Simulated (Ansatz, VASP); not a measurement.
# GaN: VASP beside Ansatz

```xyz
4
Lattice="3.1890 0.0000 0.0000 -1.5945 2.7618 0.0000 0.0000 0.0000 5.1539" Properties=species:S:1:pos:R:3 pbc="T T T"
Ga    0.0000    1.8412   -0.0022
Ga    1.5945    0.9206    2.5747
N     0.0000    1.8412    1.9452
N     1.5945    0.9206    4.5222
```

Alike in both runs: functional LDA; k mesh 8 × 8 × 5; occupations gaussian, width 0.05 eV; no spin polarisation.

Ansatz relaxed the structure, and its values are those at the end. VASP's run is a single point on that final structure, the one shown.

```csv
,VASP,Ansatz
version,VASP 6.6.1,Ansatz 0.2.0
potentials or method,"VASP PAW LDA potentials, release 64 (Ga_d, N)","scalar-relativistic, plane waves, PAW"
plane-wave cutoff (eV),520,420
valence electrons in the cell,36,36
```

```tsv
	VASP	Ansatz	Ansatz less VASP
pressure (GPa)	-4.1	-5.1	-1.01
```

LDA's correlation is that of Perdew and Zunger in VASP and of Perdew and Wang (1992) in Ansatz. Ansatz's warnings: stress scf threshold loose.
